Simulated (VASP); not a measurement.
# Be (Pm-3m) in VASP: further runs, part 2 of 2

VASP 6.6.1.

## 4. Relaxation of cell and atoms, PBEsol

INCAR reads:

```
SYSTEM = Be
ALGO = Normal
EDIFF = 1E-7
EDIFFG = -0.04
ENCUT = 600
GGA = PS
IBRION = 2
ISIF = 3
ISMEAR = 0
LASPH = .TRUE.
LCHARG = .FALSE.
LREAL = .FALSE.
LWAVE = .FALSE.
NELM = 100
NSW = 90
PREC = Accurate
SIGMA = 0.1
```

KPOINTS reads:

```
k-points
0
G
  8 8 8
  0 0 0
```

POSCAR reads:

```
Be
1.0
    2.0256478605      0.0000000000      0.0000000000
    0.0000000000      2.0256478605      0.0000000000
    0.0000000000      0.0000000000      2.0256478605
Be
1
Direct
    0.0000000000      0.0000000000      0.0000000000
```

Potentials or basis: VASP PAW PBE potentials, release 64 (Be).

On the command line:

```console
> cat potpaw_PBE.64/Be/POTCAR > POTCAR
> mpirun -np 1 vasp_std > vasp.out
```

OUTCAR:

```text
SYSTEM = Be
   EDIFF = 1E-7
   EDIFFG = -0.04
   ENCUT = 600
   GGA = PS
   IBRION = 2
   ISIF = 3
   ISMEAR = 0
   LASPH = .TRUE.
   LREAL = .FALSE.
   NELM = 100
   NSW = 90
   PREC = Accurate

 ion  position               nearest neighbor table
   1  0.000  0.000  0.000-

  LATTYP: Found a simple cubic cell.
 ALAT       =     2.0256478605

  Lattice vectors:

 A1 = (   2.0256478605,   0.0000000000,   0.0000000000)
 A2 = (   0.0000000000,   2.0256478605,   0.0000000000)
 A3 = (   0.0000000000,   0.0000000000,   2.0256478605)

Analysis of symmetry for initial positions (statically):
=====================================================================
 Subroutine PRICEL returns:
 Original cell was already a primitive cell.

 Routine SETGRP: Setting up the symmetry group for a
 simple cubic supercell.

 Subroutine GETGRP returns: Found 48 space group operations
 (whereof 48 operations were pure point group operations)
 out of a pool of 48 trial point group operations.

The static configuration has the point symmetry O_h .

Analysis of symmetry for dynamics (positions and initial velocities):
=====================================================================
 Subroutine PRICEL returns:
 Original cell was already a primitive cell.

[... 134 lines left out ...]
   LEPSILON=     F    determine dielectric tensor
   LRPA    =     F    only Hartree local field effects (RPA)
 conjugate gradient relaxation of ions
 non-spin polarized calculation
 Gauss-broadening in eV      SIGMA  =   0.10
  energy-cutoff  :      600.00
  volume of cell :        8.31
 maximum number of plane-waves:       290
   NGX =  9   NGY =  9   NGZ =  9

--------------------------------------- Ionic step        1  -------------------------------------------

 number of electron       2.0000000 magnetization

 Free energy of the ion-electron system (eV)
  ---------------------------------------------------
  ext. energy  EPLUGINS =         0.00000000
  ---------------------------------------------------
  free energy    TOTEN  =        -2.91037912 eV

  energy without entropy =       -2.90932583  energy(sigma->0) =       -2.90985247

 E-fermi :   6.6151     XC(G=0): -10.4354

 val. band max:        6.2044002962   @ k =   0.5000   0.2500   0.1250
 cond. band min:       6.6628381559   @ k =   0.5000   0.3750   0.0000
 fundamental gap:      0.4584378597
 Fermi energy:         6.6151445300

 k-point     1 :       0.0000    0.0000    0.0000
  band No.  band energies     occupation
      1      -4.4342      2.00000
      2      22.1939      0.00000
      3      22.1939      0.00000
      4      22.1939      0.00000
      5      28.1487      0.00000
[... 253 lines left out ...]
--------------------------------------- Ionic step        3  -------------------------------------------

 number of electron       2.0000000 magnetization

 Free energy of the ion-electron system (eV)
  ---------------------------------------------------
  ext. energy  EPLUGINS =         0.00000000
  ---------------------------------------------------
  free energy    TOTEN  =        -3.01333257 eV

  energy without entropy =       -3.01227913  energy(sigma->0) =       -3.01280585

 E-fermi :   4.9810     XC(G=0):  -9.8143

 val. band max:        4.5013094714   @ k =   0.5000   0.3750   0.1250
 cond. band min:       5.0287000520   @ k =   0.5000   0.3750   0.0000
 fundamental gap:      0.5273905806
 Fermi energy:         4.9810037817

 k-point     1 :       0.0000    0.0000    0.0000
  band No.  band energies     occupation
      1      -4.8745      2.00000
      2      18.5731      0.00000
      3      18.5731      0.00000
      4      18.5731      0.00000
      5      24.2574      0.00000
[... 212 lines left out ...]
  FREE ENERGIE OF THE ION-ELECTRON SYSTEM (eV)
  ---------------------------------------------------
  free  energy   TOTEN  =        -3.0133325706 eV

  energy  without entropy=       -3.0122791318  energy(sigma->0) =       -3.01280585

 reached required accuracy - stopping structural energy minimisation
```

OSZICAR:

```text
N       E                     dE             d eps       ncg     rms          rms(c)
DAV:   1    -0.724900432530E+00   -0.72490E+00   -0.13596E+03   375   0.385E+02
DAV:   2    -0.291082404113E+01   -0.21859E+01   -0.19781E+01   485   0.438E+01
DAV:   3    -0.292366575340E+01   -0.12842E-01   -0.12842E-01   400   0.281E+00
DAV:   4    -0.292367199760E+01   -0.62442E-05   -0.62451E-05   500   0.690E-02
[... 13 lines left out ...]
       N       E                     dE             d eps       ncg     rms          rms(c)
DAV:   1    -0.301347378630E+01   -0.28656E-02   -0.22179E-02   360   0.134E+00    0.634E-02
DAV:   2    -0.301338888880E+01    0.84898E-04   -0.37453E-05   370   0.556E-02    0.390E-02
DAV:   3    -0.301333257524E+01    0.56314E-04   -0.26423E-05   375   0.378E-02    0.887E-04
DAV:   4    -0.301333257058E+01    0.46588E-08   -0.69859E-08   345   0.225E-03
   3 F= -.30133326E+01 E0= -.30128059E+01  d E =-.102953E+00
```

CONTCAR:

```text
Be
   1.00000000000000
     2.1624191477010006    0.0000000000000000    0.0000000000000001
     0.0000000000000000    2.1624191477010006    0.0000000000000001
    -0.0000000000000001   -0.0000000000000000    2.1624191477010006
  Be
     1
Direct
     0.0000000000000000    0.0000000000000000    0.0000000000000000

  0.00000000E+00  0.00000000E+00  0.00000000E+00
```

Wall time 4.2 s (1 thread of Intel Xeon 8259CL, shared host); peak memory 0.11 GiB.

Results:

- Free energy: -3.0133 eV
- Relaxed volume: 10.11 Å³/atom
- Relaxed cell: a = 2.162 Å, b = 2.162 Å, c = 2.162 Å, α = 90.00°, β = 90.00°, γ = 90.00°
- Space group after relaxing (to 0.1 Å): Pm-3m (No. 221)
- Energy gained by relaxing: 103.0 meV/atom
- Ionic steps: 3
- Pressure after relaxing: -0.4 GPa
- Band gap on the k mesh: zero (bands 1 and 2 overlap by 7.17 eV)

Step by step:
```csv
step,energy change (eV),largest force (eV/Å),pressure (GPa),volume (Å³)
1,0.0000,0.0000,21.68,8.31
2,-0.1002,0.0000,2.84,9.74
3,-0.1030,0.0000,-0.40,10.11
```

Final structure:
```xyz
1
Lattice="2.1624 0.0000 0.0000 0.0000 2.1624 0.0000 0.0000 0.0000 2.1624" Properties=species:S:1:pos:R:3 pbc="T T T"
Be    0.0000    0.0000    0.0000
```

Caveat: the k points lie up to 0.36 Å⁻¹ apart in the final cell, too coarse for converged energies and pressures of a metal; the volume moved by over 15 % at a fixed basis, so the end points are rough; the PAW data sets were made with another functional, which shifts forces and pressure a little.

## 5. Overview

| task | cell | cutoff (eV) | gap on the mesh (eV) | pressure (GPa) |
| --- | --- | --- | --- | --- |
| single point | a = 2.026 Å, 1 atom | 520 | none | 21.7 |
| single point | a = 2.156 Å, 1 atom | 520 | none | 0.3 |
| relaxation of cell and atoms | relaxed from a = 2.026 Å, 1 atom | 600 | none | -0.4 |

Alike in all rows: level PBEsol; potentials or basis VASP PAW PBE potentials, release 64 (Be); no spin polarisation; k mesh 8 × 8 × 8; smearing gaussian 0.1 eV.

Caveats: all runs use coarse meshes; the PAW data sets were made with another functional, which shifts forces and pressure a little; the volume moved by over 15 % at a fixed basis, so the end points are rough (at least some runs).

Total energies depend on the potentials used, so only differences within one code and one set of settings carry meaning.
